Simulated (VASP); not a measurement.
Set up this calculation in VASP 6.6.1, as the native input.

* Task: single point
* Functional: LDA
* Potentials or basis: VASP PAW LDA potentials, release 64 (Ti_sv, C)
* Cutoff: 520 eV
* k mesh: 6 × 6 × 6
* Occupations: fermi-dirac, width 0.05 eV
* Spin: no spin polarisation
* Dipole correction: no
* Further INCAR settings: ALGO = Normal; EDIFF = 1e-07; NBANDS = 15

The structure of TiC lies in POSCAR:

```
TiC
1.0
    0.0000000000      2.1657188437      2.1657188437
    2.1657188437      0.0000000000      2.1657188437
    2.1657188437      2.1657188437      0.0000000000
Ti C
1 1
Direct
    0.0000000000      0.0000000000      0.0000000000
    0.5000000000      0.5000000000      0.5000000000
```

One way to write it, as run:

INCAR

```
SYSTEM = TiC
ALGO = Normal ; EDIFF = 1E-7
ENCUT = 520 ; ISIF = 2
ISMEAR = -1 ; LASPH = .TRUE.
LCHARG = .FALSE. ; LREAL = .FALSE.
LWAVE = .FALSE. ; NBANDS = 15
NELM = 60 ; PREC = Accurate
SIGMA = 0.05
```

KPOINTS

```
k-points
0
G
  6 6 6
  0 0 0
```

Potentials or basis: VASP PAW LDA potentials, release 64 (Ti_sv, C).

Run with:

```sh
$ cat potpaw_LDA.64/Ti_sv/POTCAR potpaw_LDA.64/C/POTCAR > POTCAR
$ mpirun -np 1 vasp_std > vasp.out
```

It gave:

```
Pressure               : -11.9 GPa
Band gap on the k mesh : zero (bands 8 and 9 overlap by 0.97 eV)
```

Caveat: the k points lie up to 0.42 Å⁻¹ apart, too coarse for converged energies and pressures of a metal.

It took 11 s on 1 thread of AMD EPYC 7R43 64-Core Processor (Zen 3), with other jobs on the host, peak memory 0.09 GiB.
